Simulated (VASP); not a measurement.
# Al2Cu (I4/mcm) in VASP: a series of runs, part 2 of 2

VASP 6.6.1. The steps go on from the part before.

### Step 5. Single point, PBE

This run uses another cell than the first one, of 13.32 Å³/atom.

Contents of INCAR:

```
SYSTEM = Al2Cu
  PREC = Accurate
  ENCUT = 520
  EDIFF = 1E-7
  ISMEAR = 0
  SIGMA = 0.15
  LREAL = .FALSE.
  LASPH = .TRUE.
  NELM = 80
  ALGO = Fast
  ISIF = 2
  LWAVE = .FALSE.
  LCHARG = .TRUE.
  GGA = PE
  LELF = .TRUE.
  LVHAR = .TRUE.
  NBANDS = 26
```

Contents of KPOINTS:

```
Automatic mesh
0
G
  10 10 10
  0 0 0
```

Contents of POSCAR:

```
Al2Cu
1.0
   -2.9353500000      2.9353500000      2.3192000000
    2.9353500000     -2.9353500000      2.3192000000
    2.9353500000      2.9353500000     -2.3192000000
Al Cu
4 2
Direct
    0.1587211657      0.6587211657      0.8174423314
    0.6587211657      0.8412788343      0.5000000000
    0.8412788343      0.3412788343      0.1825576686
    0.3412788343      0.1587211657      0.5000000000
    0.7500000000      0.7500000000      0.0000000000
    0.2500000000      0.2500000000      0.0000000000
```

Potentials or basis: VASP PAW PBE potentials, release 64 (Al, Cu).

The run is started by

```sh
cat potpaw_PBE.64/Al/POTCAR potpaw_PBE.64/Cu/POTCAR > POTCAR
mpirun -np 1 vasp_std > vasp.out
```

OUTCAR:

```text
SYSTEM = Al2Cu
   PREC = Accurate
   ENCUT = 520
   EDIFF = 1E-7
   ISMEAR = 0
   LREAL = .FALSE.
   LASPH = .TRUE.
   NELM = 80
   ISIF = 2
   GGA = PE

 ion  position               nearest neighbor table
   1  0.159  0.659  0.817-   5 2.50   6 2.50   5 2.50   6 2.50   3 2.64   3 2.77   3 2.77   2 2.98
                             4 2.98   4 2.98   2 2.98   4 3.12   2 3.12   2 3.12   4 3.12
   2  0.659  0.841  0.500-   6 2.50   6 2.50   5 2.50   5 2.50   4 2.64   4 2.77   4 2.77   1 2.98
                             3 2.98   1 2.98   3 2.98   1 3.12   3 3.12   1 3.12   3 3.12
   3  0.841  0.341  0.183-   5 2.50   6 2.50   5 2.50   6 2.50   1 2.64   1 2.77   1 2.77   4 2.98
                             2 2.98   2 2.98   4 2.98   2 3.12   4 3.12   4 3.12   2 3.12
   4  0.341  0.159  0.500-   5 2.50   5 2.50   6 2.50   6 2.50   2 2.64   2 2.77   2 2.77   1 2.98
                             3 2.98   1 2.98   3 2.98   1 3.12   3 3.12   3 3.12   1 3.12
   5  0.750  0.750  0.000-   6 2.32   6 2.32   1 2.50   3 2.50   4 2.50   4 2.50   2 2.50   2 2.50
                             3 2.50   1 2.50
   6  0.250  0.250  0.000-   5 2.32   5 2.32   1 2.50   3 2.50   2 2.50   2 2.50   4 2.50   3 2.50
                             4 2.50   1 2.50

  LATTYP: Found a body centered tetragonal cell.
 ALAT       =     5.8707000000
 C/A-ratio  =     0.7900931746
[... 200 lines left out ...]
  band No.  band energies     occupation
      1      -2.2978      2.00000
      2       3.3897      2.00000
      3       3.5415      2.00000
      4       3.5845      2.00000
      5       3.5845      2.00000
      6       4.6048      2.00000
[... 685 lines left out ...]
     25      16.6212      0.00000
     26      16.7935      0.00000

 [... further k-points ...]

------------------------ aborting loop because EDIFF is reached ----------------------------------------

  FORCE on cell =-STRESS in cart. coord.  units (eV):
  Direction    XX          YY          ZZ          XY          YZ          ZX
  --------------------------------------------------------------------------------------
  -------------------------------------------------------------------------------------
  Total        6.7236095      6.7236095      8.6560854      0.0000000      0.0000000      0.0000000
  in kB      134.7705772    134.7705772    173.5058566      0.0000000      0.0000000      0.0000000
  external PRESSURE =     147.6823370 kB  Pullay stress =       0.0000000 kB

 VOLUME and BASIS-vectors are now :
 -----------------------------------------------------------------------------
  energy-cutoff  :      520.00
  volume of cell :       79.93
      direct lattice vectors                 reciprocal lattice vectors
    -2.935350000  2.935350000  2.319200000     0.000000000  0.170337438  0.215591583
     2.935350000 -2.935350000  2.319200000     0.170337438  0.000000000  0.215591583
     2.935350000  2.935350000 -2.319200000     0.170337438  0.170337438  0.000000000

 POSITION                                       TOTAL-FORCE (eV/Angst)
 -----------------------------------------------------------------------------------
      3.86715      0.93180      0.00000        -0.116695     -0.116695     -0.000000
      2.00355      0.93180      2.31920         0.116695     -0.116695     -0.000000
     -0.93180      2.00355      2.31920         0.116695      0.116695      0.000000
      0.93180      2.00355      0.00000        -0.116695      0.116695     -0.000000
      0.00000      0.00000      3.47880        -0.000000     -0.000000      0.000000
      0.00000      0.00000      1.15960        -0.000000     -0.000000      0.000000
 -----------------------------------------------------------------------------------
    total drift:                                0.000000     -0.000000      0.000000

  FREE ENERGIE OF THE ION-ELECTRON SYSTEM (eV)
  ---------------------------------------------------
  free  energy   TOTEN  =       -22.9801360892 eV

  energy  without entropy=      -22.9615822193  energy(sigma->0) =      -22.97085915
```

stdout:

```text
POSCAR found type information on POSCAR AlCu
 POSCAR found :  2 types and       6 ions
 scaLAPACK will be used
 LDA part: xc-table for (Slater+PW92), standard interpolation
 POSCAR, INCAR and KPOINTS ok, starting setup
 FFT: planning ... GRIDC
 FFT: planning ... GRID_SOFT
 FFT: planning ... GRID
 WAVECAR not read
 entering main loop
WARNING in EDDRMM: call to ZHEGV failed, returncode =   8  4     24
```

Run time: 2.3 min. Hardware: 1 thread of Intel Xeon 6975P-C (Granite Rapids), shared host; peak memory 0.32 GiB.

What came out:

- Free energy: -22.9801 eV
- Pressure: 14.8 GPa
- Largest force: 0.165 eV/Å
- Band gap on the k mesh: zero (bands 17 and 18 overlap by 4.88 eV)

Forces in eV/Å, atoms in the order of the input:
```
Al  -0.117 -0.117  0.000
Al   0.117 -0.117  0.000
Al   0.117  0.117  0.000
Al  -0.117  0.117  0.000
Cu   0.000  0.000  0.000
Cu   0.000  0.000  0.000
```

Levels at points of the mesh, in eV from the Fermi level:
```
           k point  band 15  band 16  band 17  band 18  band 19  band 20
(0.00, 0.00, 0.00)    -1.47    -1.39    -1.39    -1.01    -0.10     0.06
(0.50, 0.00, 0.00)    -2.84    -2.84     0.14     0.14     4.18     4.18
(0.50, 0.50, 0.00)    -1.82    -1.60    -0.76    -0.61     0.72     1.26
(0.50, 0.50, 0.50)    -3.51    -1.90     2.79     2.96     2.96     3.46
```

Caveat: the cell stands under pressure.

### Step 6. Overview

| cell | further INCAR settings | gap on the mesh (eV) | pressure (GPa) | largest force (eV/Å) |
| --- | --- | --- | --- | --- |
| a = 4.717 Å, angles 104.9, 104.9, 119.1°, 6 atoms | ALGO = Fast; EDIFF = 1e-06; NBANDS = 26 | none | 16.6 | 0.02 |
| a = 4.730 Å, angles 104.2, 104.2, 120.6°, 6 atoms | ALGO = Fast; EDIFF = 1e-06; NBANDS = 26 | none | 16.3 | 0.10 |
| a = 4.730 Å, angles 105.1, 105.1, 118.5°, 6 atoms | ALGO = Fast; EDIFF = 1e-06; NBANDS = 26 | none | 15.1 | 0.07 |
| a = 4.755 Å, angles 103.8, 103.8, 121.6°, 6 atoms | ALGO = Fast; EDIFF = 1e-07; NBANDS = 26 | none | 14.8 | 0.17 |

Alike in all rows: task single point; level PBE; potentials or basis VASP PAW PBE potentials, release 64 (Al, Cu); no spin polarisation; k mesh 10 × 10 × 10; cutoff (eV) 520; smearing gaussian 0.15 eV.

Caveats: the cell stands under pressure (at least some runs); the stress differs along the axes, from 13 to 18 GPa (at least some runs); the stress differs along the axes, from 10 to 17 GPa (at least some runs).

Total energies depend on the potentials used, so only differences within one code and one set of settings carry meaning.
